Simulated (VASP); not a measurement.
Write the native input for VASP 6.6.1 that does the following.

| Quantity | Value |
| --- | --- |
| Task | single point |
| Functional | RPBE |
| Potentials or basis | VASP PAW PBE potentials, release 64 (Si) |
| Cutoff | 500 eV |
| k mesh | 8 × 8 × 8 |
| Occupations | gaussian, width 0.02 eV |
| Spin | no spin polarisation |
| Dipole correction | no |
| Further INCAR settings | ALGO = Normal; EDIFF = 1e-06; NBANDS = 11 |

The structure of Si lies in POSCAR:

```
Si
1.0
    0.0000000000      2.7350468812      2.7350468812
    2.7350468812      0.0000000000      2.7350468812
    2.7350468812      2.7350468812      0.0000000000
Si
2
Direct
    0.7500000000      0.7500000000      0.7500000000
    0.5000000000      0.5000000000      0.5000000000
```

These files were run (other wordings do the same):

INCAR

```
SYSTEM = Si
PREC = Accurate ; ENCUT = 500
EDIFF = 1E-6 ; ISMEAR = 0
SIGMA = 0.02 ; LREAL = .FALSE.
LASPH = .TRUE. ; NELM = 120
ALGO = Normal ; ISIF = 2
LWAVE = .FALSE. ; LCHARG = .FALSE.
GGA = RP ; NBANDS = 11
GGA_COMPAT = .FALSE.
```

KPOINTS

```
regular mesh
0
G
  8 8 8
  0 0 0
```

Potentials or basis: VASP PAW PBE potentials, release 64 (Si).

Launch:

```sh
$ cat potpaw_PBE.64/Si/POTCAR > POTCAR
$ mpirun -np 1 vasp_std > vasp.out
```

It gave:

The pressure is 1.3 GPa. The band gap on the k mesh is 0.71 eV, indirect (least direct gap 2.56 eV).

Caveat: the PAW data sets were made with another functional, which shifts forces and pressure a little.

Wall time 6 s on 1 thread of AMD EPYC 9R45 96-Core Processor (Zen 5) (shared host), peak memory 0.12 GiB.
